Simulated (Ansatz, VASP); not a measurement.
## One calculation of AlCo, two programs

```
Al Co
1.0
    -2.85190    0.00000    0.00000
     0.00000    2.85190    2.85190
     0.00000    2.85190   -2.85190
Al Co
2 2
Cartesian
  0.0000 0.0000 0.0000
  0.0000 2.8519 0.0000
  -1.4260 1.4260 1.4260
  -1.4260 1.4260 -1.4260
```

Alike in both runs: task single point; functional PBE; k mesh 22 × 16 × 16; occupations gaussian, width 0.15 eV; no spin polarisation.

```csv
,VASP,Ansatz
version,VASP 6.6.1,Ansatz 0.2.0
potentials or method,"VASP PAW PBE potentials, release 64 (Al, Co), cutoff 520 eV","scalar-relativistic, plane waves, PAW"
valence electrons in the cell,24,40
```

```csv
,VASP,Ansatz,Ansatz less VASP
gap on the k mesh at the Fermi level (eV),none,none,-
pressure (GPa),-0.2,0.0,+0.22
```

A gap of «none» marks a metal or a gap that the smearing closes. VASP's potentials hold 24 valence electrons a cell and Ansatz's 40, so a difference there can come from the potentials and not from the codes.
